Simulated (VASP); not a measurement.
**SrO: single point with PBE**

SrO:

```
Sr O
1.0
     3.10287    0.00000    0.00000
     0.00000    3.10287    0.00000
     0.00000    0.00000    3.26204
Sr O
1 1
Direct
  0.00000 0.00000 0.00000
  0.50000 0.50000 0.50000
```

This cell differs from its parent crystal: uniaxial z strain +5.1%.

| Quantity | Value |
| --- | --- |
| Program | VASP 6.6.1 |
| Task | single point |
| Functional | PBE |
| Potentials or basis | VASP PAW PBE potentials, release 64 (Sr_sv, O) |
| Cutoff | 520 eV |
| k mesh | 8 × 8 × 8 |
| Occupations | fermi-dirac, width 0.02 eV |
| Spin | no spin polarisation |

The pressure is -1.1 GPa. The band gap on the k mesh is 2.57 eV, indirect (least direct gap 2.67 eV).

Stress tensor (GPa, compression positive):
```
  3.74   0.00   0.00
  0.00   3.74   0.00
  0.00   0.00 -10.65
```

Levels at points of the mesh, in eV from the valence-band top:
| k point | band 5 | band 6 | band 7 | band 8 | band 9 | band 10 | band 11 | band 12 |
| --- | --- | --- | --- | --- | --- | --- | --- | --- |
| (0.00, 0.00, 0.00) | -15.36 | -0.42 | -0.09 | -0.09 | 2.57 | 2.60 | 4.10 | 9.89 |
| (0.50, 0.00, 0.00) | -14.25 | -2.98 | -1.04 | -0.53 | 3.79 | 7.13 | 8.60 | 8.68 |
| (0.50, 0.50, 0.00) | -15.14 | -1.35 | -1.35 | -0.32 | 3.74 | 4.22 | 6.77 | 6.77 |
| (0.00, 0.00, 0.50) | -14.09 | -3.04 | -0.60 | -0.60 | 3.45 | 6.46 | 9.27 | 9.27 |
| (0.50, 0.00, 0.50) | -15.07 | -1.39 | -1.31 | 0.00 | 3.75 | 4.51 | 7.19 | 7.74 |
| (0.50, 0.50, 0.50) | -15.05 | -2.97 | -2.86 | -2.86 | 7.36 | 8.02 | 8.02 | 12.27 |

Run time: 26 s on 1 thread of Intel(R) Xeon(R) Platinum 8259CL CPU @ 2.50GHz (Skylake/Cascade Lake), with other jobs on the host, peak memory 0.16 GiB.

Caveat: the cell differs from its parent crystal (uniaxial z strain +5.1%). A k mesh can miss the band edges.
